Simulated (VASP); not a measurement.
# I (Fmmm) in VASP: a series of runs

I is run at these levels: LDA; tasks: single point.

All numbers are computed with VASP 6.6.1; they aren't measurements. Logs are shortened: lines on timing, memory, paths and dates and some standing lists are left out, and cuts for length are marked.

**1. The cell of the first run**

The structure is orthorhombic, space group Fmmm (No. 69). The conventional cell has a = 4.384 Å, b = 4.731 Å, c = 7.820 Å, α = 90.00°, β = 90.00°, γ = 90.00°. Within 4.2 Å of I (site symmetry mmm) lie 4 I at 3.23 Å.

**2. Single point, LDA**

The input, INCAR:

```
PREC = Accurate
ENCUT = 520
EDIFF = 1E-6
ISMEAR = -1
SIGMA = 0.05
LREAL = F
LASPH = T
NELM = 80
ALGO = Normal
ISIF = 2
LWAVE = F
LCHARG = T
LELF = T
LVHAR = T
NBANDS = 10
```

The input, KPOINTS:

```
Automatic mesh
0
Gamma
  9 9 9
```

The input, POSCAR:

```
I
1.0
    0.0000000000      2.3656004428      3.9098401324
    2.1922454667      0.0000000000      3.9098401324
    2.1922454667      2.3656004428      0.0000000000
I
1
Direct
    0.0000000000      0.0000000000      0.0000000000
```

Potentials or basis: VASP PAW LDA potentials, release 64 (I).

The run is started by

```bash
$ cat potpaw_LDA.64/I/POTCAR > POTCAR
$ mpirun -np 1 vasp_std > vasp.out
```

OUTCAR:

```text
PREC = Accurate
   ENCUT = 520
   EDIFF = 1E-6
   ISMEAR = -1
   LREAL = F
   LASPH = T
   NELM = 80
   ISIF = 2

 ion  position               nearest neighbor table
   1  0.000  0.000  0.000-

  LATTYP: Found a face centered orthorhombic cell.
 ALAT       =     4.3844909334
 B/A-ratio  =     1.0790764441
 C/A-ratio  =     1.7834864717

  Lattice vectors:

 A1 = (   0.0000000000,   2.3656004428,   3.9098401324)
 A2 = (   2.1922454667,   0.0000000000,   3.9098401324)
 A3 = (   2.1922454667,   2.3656004428,   0.0000000000)

Analysis of symmetry for initial positions (statically):
=====================================================================
 Subroutine PRICEL returns:
 Original cell was already a primitive cell.

 Routine SETGRP: Setting up the symmetry group for a
 face centered orthorhombic supercell.

 Subroutine GETGRP returns: Found  8 space group operations
 (whereof  8 operations were pure point group operations)
 out of a pool of  8 trial point group operations.

The static configuration has the point symmetry D_2h.

Analysis of symmetry for dynamics (positions and initial velocities):
=====================================================================
 Subroutine PRICEL returns:
 Original cell was already a primitive cell.

 Routine SETGRP: Setting up the symmetry group for a
 face centered orthorhombic supercell.

 Subroutine GETGRP returns: Found  8 space group operations
 (whereof  8 operations were pure point group operations)
 out of a pool of  8 trial point group operations.

The dynamic configuration has the point symmetry D_2h.

 Subroutine INISYM returns: Found  8 space group operations
 (whereof  8 operations are pure point group operations),
 and found     1 'primitive' translations

----------------------------------------------------------------------------------------

                                     Primitive cell

  volume of cell :      40.5527

  direct lattice vectors                    reciprocal lattice vectors
     0.000000000  2.365600443  3.909840132    -0.228076649  0.211362828  0.127882467
     2.192245467  0.000000000  3.909840132     0.228076649 -0.211362828  0.127882467
     2.192245467  2.365600443  0.000000000     0.228076649  0.211362828 -0.127882467

  length of vectors
     4.569782852  4.482498193  3.225214046     0.336224818  0.336224818  0.336224818

  position of ions in fractional coordinates (direct lattice)
     0.000000000  0.000000000  0.000000000

  ion indices of the primitive-cell ions
   primitive index   ion index
                 1           1

----------------------------------------------------------------------------------------

 KPOINTS: Automatic mesh

Automatic generation of k-mesh.
 Grid dimensions read from file:
 generate k-points for:    9    9    9

 Generating k-lattice:

  Cartesian coordinates                     Fractional coordinates (reciprocal lattice)
    -0.025341850  0.023484759  0.014209163     0.111111111  0.000000000  0.000000000
     0.025341850 -0.023484759  0.014209163     0.000000000  0.111111111  0.000000000
     0.025341850  0.023484759 -0.014209163     0.000000000  0.000000000  0.111111111

  Length of vectors
     0.037358313  0.037358313  0.037358313

  Shift w.r.t. Gamma in fractional coordinates (k-lattice)
     0.000000000  0.000000000  0.000000000

 Subroutine IBZKPT returns following result:
 ===========================================

 Found    125 irreducible k-points:

 Following reciprocal coordinates:
            Coordinates               Weight
  0.000000  0.000000  0.000000      1.000000
  0.111111  0.000000  0.000000      8.000000
  0.222222  0.000000  0.000000      8.000000
  0.333333  0.000000  0.000000      8.000000
  0.444444  0.000000  0.000000      8.000000
  0.111111  0.111111  0.000000      2.000000
[... 16 lines left out ...]
 -0.333333  0.333333 -0.000000      4.000000
  0.444444  0.444444  0.000000      2.000000
 [... further k-points ...]
   k-points           NKPTS =    125   k-points in BZ     NKDIM =    125   number of bands    NBANDS=     10
   number of dos      NEDOS =    301   number of ions     NIONS =      1
   total plane-waves  NPLWV =  31104
   dimension x,y,z NGX =    36 NGY =   36 NGZ =   24
   dimension x,y,z NGXF=    72 NGYF=   72 NGZF=   48
   ions per type =               1
   NGX,Y,Z   is equivalent  to a cutoff of  13.10, 13.35, 12.37 a.u.
   NGXF,Y,Z  is equivalent  to a cutoff of  26.19, 26.70, 24.74 a.u.
 SYSTEM =  unknown system
   PREC   = accura    normal or accurate (medium, high low for compatibility)
   ISTART =      0    job   : 0-new  1-cont  2-samecut
   ICHARG =      2    charge: 1-file 2-atom 10-const
   ISPIN  =      1    spin polarized calculation?
   LNONCOLLINEAR =      F non collinear calculations
   LSORBIT =      F    spin-orbit coupling
   LASPH  =      T    aspherical Exc in radial PAW
   ENCUT  =  520.0 eV  38.22 Ry    6.18 a.u.   8.50  8.33  6.00*2*pi/ulx,y,z
   NELM   =     80;   NELMIN=  2; NELMDL= -5     # of ELM steps
   EDIFF  = 0.1E-05   stopping-criterion for ELM
   LREAL  =      F    real-space projection
   EDIFFG = 0.1E-04   stopping-criterion for IOM
   NSW    =      0    number of steps for IOM
   IBRION =     -1    ionic relax: 0-MD 1-quasi-New 2-CG
   NFREE  =      0    steps in history (QN), initial steepest desc. (CG)
   ISIF   =      2    stress and relaxation
   ISYM   =      2    0-nonsym 1-usesym 2-fastsym
   POTIM  = 0.5000    time-step for ionic-motion
   TEBEG  =    0.0;   TEEND  =   0.0 temperature during run
   PSTRESS=    0.0 pullay stress
   NELECT =       7.0000    total number of electrons
   NUPDOWN=      -1.0000    fix difference up-down
   EMIN   =  10.00;   EMAX   =-10.00  energy-range for DOS
   EFERMI =   0.00;   METHOD = LEGACY
   ISMEAR =    -1;   SIGMA  =   0.05  broadening in eV -4-tet -1-fermi 0-gaus
   EFERMI_NEDOS =   21; number of points for ismear=-14 and -15
   IALGO  =     38    algorithm
   IMIX   =      4    mixing-type and parameters
     AMIX     =   0.40;   BMIX     =  1.00
     AMIX_MAG =   1.60;   BMIX_MAG =  1.00
  volume/ion in A,a.u.               =      40.55       273.66
  Fermi-wavevector in a.u.,A,eV,Ry     =   0.911523  1.722529 11.304731  0.830874
  Thomas-Fermi vector in A             =   2.035812
   LORBIT       =      0    0 simple, 1 ext, 2 COOP (PROOUT), +10 PAW based schemes
   GGA     = CA    functional components
   LHFCALC =     F    Hartree Fock is set to
   AEXX    =    0.0000 exact exchange contribution
   IVDW    =     0    specifies the selected vdW correction
   LEPSILON=     F    determine dielectric tensor
   LRPA    =     F    only Hartree local field effects (RPA)
 non-spin polarized calculation
  energy-cutoff  :      520.00
  volume of cell :       40.55
 maximum number of plane-waves:      1109
 NGX is ok and might be reduce to    36
   NGX = 17   NGY = 17   NGZ = 11

 number of electron       7.0000000 magnetization

 Free energy of the ion-electron system (eV)
  ---------------------------------------------------
  ext. energy  EPLUGINS =         0.00000000
  ---------------------------------------------------
  free energy    TOTEN  =        -1.91752073 eV

  energy without entropy =       -1.91225927  energy(sigma->0) =       -1.91489000

 E-fermi :   3.2956     XC(G=0):  -8.6032

 val. band max:        3.2931311298   @ k =  -0.2222   0.0000   0.1111
 cond. band min:       3.3291480446   @ k =  -0.1111   0.1111   0.1111
 fundamental gap:      0.0360169148
 Fermi energy:         3.2956020647

 k-point     1 :       0.0000    0.0000    0.0000
  band No.  band energies     occupation
      1     -10.5949      2.00000
      2       1.4110      2.00000
      3       4.0813      0.00000
      4       4.3420      0.00000
      5       7.5797      0.00000
      6      10.8388      0.00000
      7      11.4393      0.00000
      8      15.3865      0.00000
      9      15.5317      0.00000
     10      15.6864      0.00000

 k-point     2 :       0.1111    0.0000    0.0000
  band No.  band energies     occupation
      1     -10.4637      2.00000
      2       1.4028      2.00000
      3       3.0962      1.96363
      4       4.3037      0.00000
      5       7.9601      0.00000
      6      11.1895      0.00000
      7      12.4902      0.00000
      8      13.1646      0.00000
      9      15.6752      0.00000
     10      16.2655      0.00000

 k-point     3 :       0.2222    0.0000    0.0000
  band No.  band energies     occupation
      1     -10.0974      2.00000
      2       1.0191      2.00000
      3       1.5173      2.00000
      4       4.5119      0.00000
      5       8.7173      0.00000
      6      11.2681      0.00000
      7      11.5898      0.00000
      8      15.1797      0.00000
      9      16.1044      0.00000
     10      16.8219      0.00000

 k-point     4 :       0.3333    0.0000    0.0000
  band No.  band energies     occupation
      1      -9.5989      2.00000
      2      -0.6987      2.00000
      3       1.5269      2.00000
      4       4.7819      0.00000
      5       8.6115      0.00000
      6      11.4629      0.00000
      7      12.0333      0.00000
      8      15.3453      0.00000
      9      16.8262      0.00000
     10      17.4223      0.00000
[... 222 lines left out ...]
 k-point    22 :      -0.4444    0.3333   -0.0000
  band No.  band energies     occupation
      1      -9.9059      2.00000
      2      -0.1814      2.00000
      3       0.9316      2.00000
      4       4.3561      0.00000
      5      10.9686      0.00000
      6      11.8598      0.00000
      7      14.1671      0.00000
      8      16.4998      0.00000
      9      16.9788      0.00000
     10      17.2132      0.00000

 k-point    23 :      -0.3333    0.3333   -0.0000
  band No.  band energies     occupation
      1      -9.4695      2.00000
      2      -0.7892      2.00000
      3       0.4160      2.00000
      4       4.6830      0.00000
      5      10.5475      0.00000
      6      11.5737      0.00000
      7      13.5335      0.00000
      8      15.6524      0.00000
      9      17.4754      0.00000
     10      17.7631      0.00000

 k-point    24 :       0.4444    0.4444    0.0000
  band No.  band energies     occupation
      1     -10.3502      2.00000
      2      -0.7380      2.00000
      3       3.8607      0.00002
      4       4.1416      0.00000
      5      10.3024      0.00000
      6      10.5026      0.00000
      7      13.4181      0.00000
      8      18.0448      0.00000
      9      18.2600      0.00000
     10      18.4354      0.00000

 [... further k-points ...]
[... 5 lines left out ...]
  --------------------------------------------------------------------------------------
  -------------------------------------------------------------------------------------
  Total       -0.6803005     -0.7936244     -0.2799409      0.0000000      0.0000000      0.0000000
  in kB      -26.8776817    -31.3549441    -11.0600585      0.0000000      0.0000000      0.0000000
  external PRESSURE =     -23.0975614 kB  Pullay stress =       0.0000000 kB

 VOLUME and BASIS-vectors are now :
 -----------------------------------------------------------------------------
  energy-cutoff  :      520.00
  volume of cell :       40.55
      direct lattice vectors                 reciprocal lattice vectors
     0.000000000  2.365600443  3.909840132    -0.228076649  0.211362828  0.127882467
     2.192245467  0.000000000  3.909840132     0.228076649 -0.211362828  0.127882467
     2.192245467  2.365600443  0.000000000     0.228076649  0.211362828 -0.127882467

 POSITION                                       TOTAL-FORCE (eV/Angst)
 -----------------------------------------------------------------------------------
      0.00000      0.00000      0.00000         0.000000      0.000000      0.000000
 -----------------------------------------------------------------------------------
    total drift:                                0.000000      0.000000      0.000000

  FREE ENERGIE OF THE ION-ELECTRON SYSTEM (eV)
  ---------------------------------------------------
  free  energy   TOTEN  =        -1.9175207282 eV

  energy  without entropy=       -1.9122592659  energy(sigma->0) =       -1.91489000
```

It took 13 s on 1 thread of Intel Xeon 6975P-C (Granite Rapids), shared host; peak memory 0.18 GiB.

What came out:

* Free energy: -1.9175 eV
* Pressure: -2.3 GPa

Caveat: spin-orbit coupling is left out, which moves the levels of the heavy elements; an odd number of electrons without spin polarisation forces a metal; a magnetic or distorted state may lie lower.

**3. Single point, LDA**

The input, INCAR:

```
SYSTEM = I
PREC = Accurate ; ENCUT = 520
EDIFF = 1E-6 ; ISMEAR = -1
SIGMA = 0.05 ; LREAL = .False.
LASPH = .True. ; NELM = 60
ALGO = Normal ; ISIF = 2
LWAVE = .False. ; LCHARG = .False.
GGA = CA ; NBANDS = 10
```

The input, KPOINTS:

```
Automatic mesh
0
Gamma
  9 9 9
  0 0 0
```

POSCAR is that of step 2.

Potentials or basis: VASP PAW LDA potentials, release 64 (I).

The run is started by

```bash
$ cat potpaw_LDA.64/I/POTCAR > POTCAR
$ mpirun -np 1 vasp_std > vasp.out
```

It took 12 s on 1 thread of Intel Xeon 6975P-C (Granite Rapids), shared host; peak memory 0.18 GiB.

Results (log left out):

```yaml
Free_energy: -1.9175 eV
Pressure: -2.3 GPa
```

Stress tensor (GPa, compression positive):
```
-2.69  0.00  0.00
 0.00 -3.14  0.00
 0.00  0.00 -1.11
```

Levels at points of the mesh, in eV from the Fermi level:
```tsv
k point	band 1	band 2	band 3	band 4	band 5	band 6	band 7	band 8
(0.00, 0.00, 0.00)	-13.89	-1.88	0.79	1.05	4.28	7.54	8.14	12.09
```

Caveat: spin-orbit coupling is left out, which moves the levels of the heavy elements; an odd number of electrons without spin polarisation forces a metal; a magnetic or distorted state may lie lower.

**4. Single point, LDA**

This run uses another cell than the first one, of 41.36 Å³/atom, 1.020 times its volume.

The input, INCAR:

```
SYSTEM = I
  PREC = Accurate
  ENCUT = 520
  EDIFF = 1E-6
  ISMEAR = -1
  SIGMA = 0.05
  LREAL = .FALSE.
  LASPH = .TRUE.
  NELM = 80
  ALGO = Normal
  ISIF = 2
  LWAVE = .FALSE.
  LCHARG = .FALSE.
  GGA = CA
  NBANDS = 10
```

The input, KPOINTS:

```
regular mesh
0
G
  9 9 9
  0 0 0
```

The input, POSCAR:

```
I
1.0
    0.0000000000      2.3812671275      3.9357338680
    2.2067640717      0.0000000000      3.9357338680
    2.2067640717      2.3812671275      0.0000000000
I
1
Direct
    0.0000000000      0.0000000000      0.0000000000
```

The run is started by

```bash
$ cat potpaw_LDA.64/I/POTCAR > POTCAR
$ mpirun -np 1 vasp_std > vasp.out
```

Wall time 12 s (1 thread of Intel Xeon 6975P-C (Granite Rapids), shared host); peak memory 0.18 GiB.

The run converged. Its results:

- Free energy: -1.9048 eV
- Pressure: -2.7 GPa

Stress tensor (GPa, compression positive):
```
-3.23  0.00  0.00
 0.00 -3.79  0.00
 0.00  0.00 -1.12
```

Levels at points of the mesh, in eV from the Fermi level:
```
           k point  band 1  band 2  band 3  band 4  band 5  band 6  band 7  band 8
(0.00, 0.00, 0.00)  -13.76   -1.82    0.76    1.01    4.33    7.57    8.10   12.06
```

Caveat: spin-orbit coupling is left out, which moves the levels of the heavy elements; an odd number of electrons without spin polarisation forces a metal; a magnetic or distorted state may lie lower.
